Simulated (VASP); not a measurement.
# Zn (I4/mmm) in VASP: further runs

Zn is run at these levels: PBEsol; tasks: single point.

Program: VASP 6.6.1. These are calculated values, not measurements. Logs are shortened: lines on timing, memory, paths and dates and some standing lists are left out, and cuts for length are marked.

## (1) The cell of the first run

The structure is tetragonal, space group I4/mmm (No. 139). The conventional cell has a = 3.060 Å, b = 3.060 Å, c = 3.152 Å, α = 90.00°, β = 90.00°, γ = 90.00°. Zn (site symmetry 4/mmm) has 14 Zn at 2.68 to 3.15 Å within 3.5 Å.

## (2) Single point, PBEsol (normal strain along x +0.0000, normal strain along z +0.0300)

INCAR

```
PREC = Accurate
ENCUT = 520
EDIFF = 1E-6
ISMEAR = 0
SIGMA = 0.15
LREAL = False
LASPH = True
NELM = 100
ALGO = Normal
ISIF = 2
LWAVE = False
LCHARG = True
GGA = PS
LELF = True
LVHAR = True
NBANDS = 12
```

KPOINTS

```
Automatic mesh
0
Gamma
  20 20 20
```

POSCAR

```
Zn
1.0
   -1.5300745013      1.5300745013      1.5759767363
    1.5300745013     -1.5300745013      1.5759767363
    1.5300745013      1.5300745013     -1.5759767363
Zn
1
Direct
    0.0000000000      0.0000000000      0.0000000000
```

Potentials or basis: VASP PAW PBE potentials, release 64 (Zn).

Run with:

```
> cat potpaw_PBE.64/Zn/POTCAR > POTCAR
> mpirun -np 1 vasp_std > vasp.out
```

OUTCAR:

```text
PREC = Accurate
   ENCUT = 520
   EDIFF = 1E-6
   ISMEAR = 0
   LREAL = False
   LASPH = True
   NELM = 100
   ISIF = 2
   GGA = PS

 ion  position               nearest neighbor table
   1  0.000  0.000  0.000-

  LATTYP: Found a body centered tetragonal cell.
 ALAT       =     3.0601490026
 C/A-ratio  =     1.0300000000

  Lattice vectors:

 A1 = (  -1.5300745013,   1.5300745013,   1.5759767363)
 A2 = (   1.5300745013,  -1.5300745013,   1.5759767363)
 A3 = (   1.5300745013,   1.5300745013,  -1.5759767363)

Analysis of symmetry for initial positions (statically):
=====================================================================
 Subroutine PRICEL returns:
 Original cell was already a primitive cell.

 Routine SETGRP: Setting up the symmetry group for a
 body centered tetragonal supercell.

 Subroutine GETGRP returns: Found 16 space group operations
 (whereof 16 operations were pure point group operations)
 out of a pool of 16 trial point group operations.

The static configuration has the point symmetry D_4h.

Analysis of symmetry for dynamics (positions and initial velocities):
=====================================================================
 Subroutine PRICEL returns:
 Original cell was already a primitive cell.

 Routine SETGRP: Setting up the symmetry group for a
 body centered tetragonal supercell.

 Subroutine GETGRP returns: Found 16 space group operations
 (whereof 16 operations were pure point group operations)
 out of a pool of 16 trial point group operations.

The dynamic configuration has the point symmetry D_4h.

 Subroutine INISYM returns: Found 16 space group operations
 (whereof 16 operations are pure point group operations),
 and found     1 'primitive' translations

----------------------------------------------------------------------------------------

                                     Primitive cell

  volume of cell :      14.7583

  direct lattice vectors                    reciprocal lattice vectors
    -1.530074501  1.530074501  1.575976736     0.000000000  0.326781473  0.317263566
     1.530074501 -1.530074501  1.575976736     0.326781473  0.000000000  0.317263566
     1.530074501  1.530074501 -1.575976736     0.326781473  0.326781473  0.000000000

  length of vectors
     2.676930823  2.676930823  2.676930823     0.455458343  0.455458343  0.462138792

  position of ions in fractional coordinates (direct lattice)
     0.000000000  0.000000000  0.000000000

  ion indices of the primitive-cell ions
   primitive index   ion index
                 1           1

----------------------------------------------------------------------------------------

 KPOINTS: Automatic mesh

Automatic generation of k-mesh.
 Grid dimensions read from file:
 generate k-points for:   20   20   20

 Generating k-lattice:

  Cartesian coordinates                     Fractional coordinates (reciprocal lattice)
     0.000000000  0.016339074  0.015863178     0.050000000  0.000000000 -0.000000000
     0.016339074  0.000000000  0.015863178     0.000000000  0.050000000 -0.000000000
     0.016339074  0.016339074  0.000000000     0.000000000  0.000000000  0.050000000

  Length of vectors
     0.022772917  0.022772917  0.023106940

  Shift w.r.t. Gamma in fractional coordinates (k-lattice)
     0.000000000  0.000000000  0.000000000

 Subroutine IBZKPT returns following result:
 ===========================================

 Found    641 irreducible k-points:

 Following reciprocal coordinates:
            Coordinates               Weight
  0.000000  0.000000  0.000000      1.000000
  0.050000  0.000000 -0.000000      8.000000
  0.100000  0.000000 -0.000000      8.000000
  0.150000  0.000000 -0.000000      8.000000
  0.200000  0.000000 -0.000000      8.000000
  0.250000  0.000000 -0.000000      8.000000
[... 16 lines left out ...]
 -0.400000  0.050000  0.000000     16.000000
 -0.350000  0.050000  0.000000     16.000000
 [... further k-points ...]
   k-points           NKPTS =    641   k-points in BZ     NKDIM =    641   number of bands    NBANDS=     12
   number of dos      NEDOS =    301   number of ions     NIONS =      1
   total plane-waves  NPLWV =   8000
   dimension x,y,z NGX =    20 NGY =   20 NGZ =   20
   dimension x,y,z NGXF=    40 NGYF=   40 NGZF=   40
   ions per type =               1
   NGX,Y,Z   is equivalent  to a cutoff of  12.42, 12.42, 12.42 a.u.
   NGXF,Y,Z  is equivalent  to a cutoff of  24.84, 24.84, 24.84 a.u.
 SYSTEM =  unknown system
   PREC   = accura    normal or accurate (medium, high low for compatibility)
   ISTART =      0    job   : 0-new  1-cont  2-samecut
   ICHARG =      2    charge: 1-file 2-atom 10-const
   ISPIN  =      1    spin polarized calculation?
   LNONCOLLINEAR =      F non collinear calculations
   LSORBIT =      F    spin-orbit coupling
   LASPH  =      T    aspherical Exc in radial PAW
   ENCUT  =  520.0 eV  38.22 Ry    6.18 a.u.   4.98  4.98  4.98*2*pi/ulx,y,z
   NELM   =    100;   NELMIN=  2; NELMDL= -5     # of ELM steps
   EDIFF  = 0.1E-05   stopping-criterion for ELM
   LREAL  =      F    real-space projection
   EDIFFG = 0.1E-04   stopping-criterion for IOM
   NSW    =      0    number of steps for IOM
   IBRION =     -1    ionic relax: 0-MD 1-quasi-New 2-CG
   NFREE  =      0    steps in history (QN), initial steepest desc. (CG)
   ISIF   =      2    stress and relaxation
   ISYM   =      2    0-nonsym 1-usesym 2-fastsym
   POTIM  = 0.5000    time-step for ionic-motion
   TEBEG  =    0.0;   TEEND  =   0.0 temperature during run
   PSTRESS=    0.0 pullay stress
   NELECT =      12.0000    total number of electrons
   NUPDOWN=      -1.0000    fix difference up-down
   EMIN   =  10.00;   EMAX   =-10.00  energy-range for DOS
   EFERMI =   0.00;   METHOD = LEGACY
   ISMEAR =     0;   SIGMA  =   0.15  broadening in eV -4-tet -1-fermi 0-gaus
   EFERMI_NEDOS =   21; number of points for ismear=-14 and -15
   IALGO  =     38    algorithm
   IMIX   =      4    mixing-type and parameters
     AMIX     =   0.40;   BMIX     =  1.00
     AMIX_MAG =   1.60;   BMIX_MAG =  1.00
  volume/ion in A,a.u.               =      14.76        99.59
  Fermi-wavevector in a.u.,A,eV,Ry     =   1.528001  2.887503 31.766700  2.334787
  Thomas-Fermi vector in A             =   2.635820
   LORBIT       =      0    0 simple, 1 ext, 2 COOP (PROOUT), +10 PAW based schemes
   GGA     = PS    functional components
   LHFCALC =     F    Hartree Fock is set to
   AEXX    =    0.0000 exact exchange contribution
   IVDW    =     0    specifies the selected vdW correction
   LEPSILON=     F    determine dielectric tensor
   LRPA    =     F    only Hartree local field effects (RPA)
 non-spin polarized calculation
 Gauss-broadening in eV      SIGMA  =   0.15
  energy-cutoff  :      520.00
  volume of cell :       14.76
 maximum number of plane-waves:       414
   NGX =  9   NGY =  9   NGZ =  9

 number of electron      12.0000010 magnetization

 Free energy of the ion-electron system (eV)
  ---------------------------------------------------
  ext. energy  EPLUGINS =         0.00000000
  ---------------------------------------------------
  free energy    TOTEN  =        -1.49435992 eV

  energy without entropy =       -1.49120947  energy(sigma->0) =       -1.49278470

 E-fermi :   3.2922     XC(G=0): -11.8725

 val. band max:        3.2761431965   @ k =  -0.0500   0.4500   0.0500
 cond. band min:       3.2974750137   @ k =   0.3500   0.2000   0.1000
 fundamental gap:      0.0213318172
 Fermi energy:         3.2922465915

 k-point     1 :       0.0000    0.0000    0.0000
  band No.  band energies     occupation
      1      -7.4781      2.00000
      2      -4.6237      2.00000
      3      -4.6237      2.00000
      4      -4.5671      2.00000
      5      -4.0897      2.00000
      6      -4.0389      2.00000
      7      22.6705      0.00000
      8      22.9715      0.00000
      9      22.9715      0.00000
     10      24.0187      0.00000
     11      24.7059      0.00000
     12      24.7059      0.00000

 k-point     2 :       0.0500    0.0000   -0.0000
  band No.  band energies     occupation
      1      -7.3973      2.00000
      2      -4.6216      2.00000
      3      -4.6202      2.00000
      4      -4.5585      2.00000
      5      -4.0952      2.00000
      6      -4.0413      2.00000
      7      21.4019      0.00000
      8      22.3126      0.00000
      9      22.4810      0.00000
     10      23.6008      0.00000
     11      24.0297      0.00000
     12      24.1864      0.00000

 k-point     3 :       0.1000    0.0000   -0.0000
  band No.  band energies     occupation
      1      -7.1575      2.00000
      2      -4.6315      2.00000
      3      -4.6150      2.00000
      4      -4.5117      2.00000
      5      -4.1113      2.00000
      6      -4.0455      2.00000
      7      18.8649      0.00000
      8      21.1053      0.00000
      9      21.5824      0.00000
     10      23.0089      0.00000
     11      23.1745      0.00000
     12      24.0220      0.00000
[... 286 lines left out ...]
 k-point    23 :      -0.4000    0.0500    0.0000
  band No.  band energies     occupation
      1      -5.2833      2.00000
      2      -4.8616      2.00000
      3      -4.1479      2.00000
      4      -4.0398      2.00000
      5      -3.8848      2.00000
      6      -2.2721      2.00000
      7       5.9921      0.00000
      8      15.1334      0.00000
      9      16.4524      0.00000
     10      20.1976      0.00000
     11      21.5970      0.00000
     12      27.2487      0.00000

 k-point    24 :      -0.3500    0.0500    0.0000
  band No.  band energies     occupation
      1      -5.3162      2.00000
      2      -4.8223      2.00000
      3      -4.1589      2.00000
      4      -4.0812      2.00000
      5      -4.0007      2.00000
      6      -3.2922      2.00000
      7       8.0393      0.00000
      8      15.7369      0.00000
      9      16.9437      0.00000
     10      20.5680      0.00000
     11      21.8083      0.00000
     12      26.2773      0.00000

 [... further k-points ...]

------------------------ aborting loop because EDIFF is reached ----------------------------------------

  FORCE on cell =-STRESS in cart. coord.  units (eV):
  Direction    XX          YY          ZZ          XY          YZ          ZX
  --------------------------------------------------------------------------------------
  -------------------------------------------------------------------------------------
  Total       -0.2192726     -0.2192726     -0.1066381      0.0000000      0.0000000      0.0000000
  in kB      -23.8045481    -23.8045481    -11.5767849      0.0000000      0.0000000      0.0000000
  external PRESSURE =     -19.7286270 kB  Pullay stress =       0.0000000 kB

 VOLUME and BASIS-vectors are now :
 -----------------------------------------------------------------------------
  energy-cutoff  :      520.00
  volume of cell :       14.76
      direct lattice vectors                 reciprocal lattice vectors
    -1.530074501  1.530074501  1.575976736     0.000000000  0.326781473  0.317263566
     1.530074501 -1.530074501  1.575976736     0.326781473  0.000000000  0.317263566
     1.530074501  1.530074501 -1.575976736     0.326781473  0.326781473  0.000000000

 POSITION                                       TOTAL-FORCE (eV/Angst)
 -----------------------------------------------------------------------------------
      0.00000      0.00000      0.00000         0.000000     -0.000000     -0.000000
 -----------------------------------------------------------------------------------
    total drift:                                0.000000     -0.000000      0.000000

  FREE ENERGIE OF THE ION-ELECTRON SYSTEM (eV)
  ---------------------------------------------------
  free  energy   TOTEN  =        -1.4943599229 eV

  energy  without entropy=       -1.4912094744  energy(sigma->0) =       -1.49278470
```

Run time: 31 s. Hardware: 1 thread of Intel Xeon 6975P-C (Granite Rapids), shared host; peak memory 0.21 GiB.

What came out:

```
Free energy            : -1.4944 eV
Pressure               : -2.0 GPa
Band gap on the k mesh : zero (band 6 reaches 7.00 eV, above the bottom of band 7 at 2.24 eV)
```

Levels at points of the mesh, in eV from the Fermi level:
```tsv
k point	band 2	band 3	band 4	band 5	band 6	band 7	band 8	band 9	band 10	band 11
(0.00, 0.00, 0.00)	-7.92	-7.92	-7.86	-7.38	-7.33	19.38	19.68	19.68	20.73	21.41
(0.50, 0.00, 0.00)	-8.20	-7.41	-7.32	-7.00	-2.95	-1.06	11.81	13.18	15.82	17.44
(0.50, 0.50, 0.00)	-8.27	-7.35	-7.30	-6.99	-2.78	-0.76	11.15	12.42	15.16	16.79
(0.50, 0.50, 0.50)	-8.50	-7.09	-7.07	-7.07	3.59	4.51	4.51	7.60	8.77	8.93
```

Caveat: the cell differs from its parent crystal (normal strain along x +0.0000, normal strain along z +0.0300); the PAW data sets were made with another functional, which shifts forces and pressure a little.

## (3) Single point, PBEsol (normal strain along x +0.0000, normal strain along z +0.0400)

INCAR

```
SYSTEM = Zn
  PREC = Accurate
  ENCUT = 520
  EDIFF = 1E-6
  ISMEAR = 0
  SIGMA = 0.15
  LREAL = .FALSE.
  LASPH = .TRUE.
  NELM = 60
  ALGO = Normal
  ISIF = 2
  LWAVE = .FALSE.
  LCHARG = .FALSE.
  GGA = PS
  NBANDS = 12
```

KPOINTS

```
regular mesh
0
G
  20 20 20
  0 0 0
```

POSCAR

```
Zn
1.0
   -1.5300745013      1.5300745013      1.5912774814
    1.5300745013     -1.5300745013      1.5912774814
    1.5300745013      1.5300745013     -1.5912774814
Zn
1
Direct
    0.0000000000      0.0000000000      0.0000000000
```

Potentials or basis: VASP PAW PBE potentials, release 64 (Zn).

Run with:

```
> cat potpaw_PBE.64/Zn/POTCAR > POTCAR
> mpirun -np 1 vasp_std > vasp.out
```

Wall time 31 s (1 thread of Intel Xeon 6975P-C (Granite Rapids), shared host); peak memory 0.21 GiB.

Results (log left out):

```
Free energy            : -1.4930 eV
Pressure               : -2.7 GPa
Band gap on the k mesh : zero (band 6 reaches 6.72 eV, above the bottom of band 7 at 2.12 eV)
```

Stress tensor (GPa, compression positive):
```
-3.14  0.00  0.00
 0.00 -3.14  0.00
 0.00  0.00 -1.68
```

Levels at points of the mesh, in eV from the Fermi level:
| k point | band 3 | band 4 | band 5 | band 6 | band 7 | band 8 | band 9 | band 10 |
| --- | --- | --- | --- | --- | --- | --- | --- | --- |
| (0.00, 0.00, 0.00) | -7.88 | -7.81 | -7.36 | -7.29 | 19.15 | 19.51 | 19.51 | 20.55 |
| (0.50, 0.00, 0.00) | -7.39 | -7.28 | -6.97 | -2.91 | -1.09 | 11.82 | 13.21 | 15.83 |
| (0.50, 0.50, 0.00) | -7.30 | -7.26 | -6.96 | -2.69 | -0.70 | 10.95 | 12.22 | 14.96 |
| (0.50, 0.50, 0.50) | -7.06 | -7.05 | -7.05 | 3.40 | 4.60 | 4.60 | 7.35 | 8.83 |

Caveat: the cell differs from its parent crystal (normal strain along x +0.0000, normal strain along z +0.0400); the PAW data sets were made with another functional, which shifts forces and pressure a little.

[end of part 1 of 2]
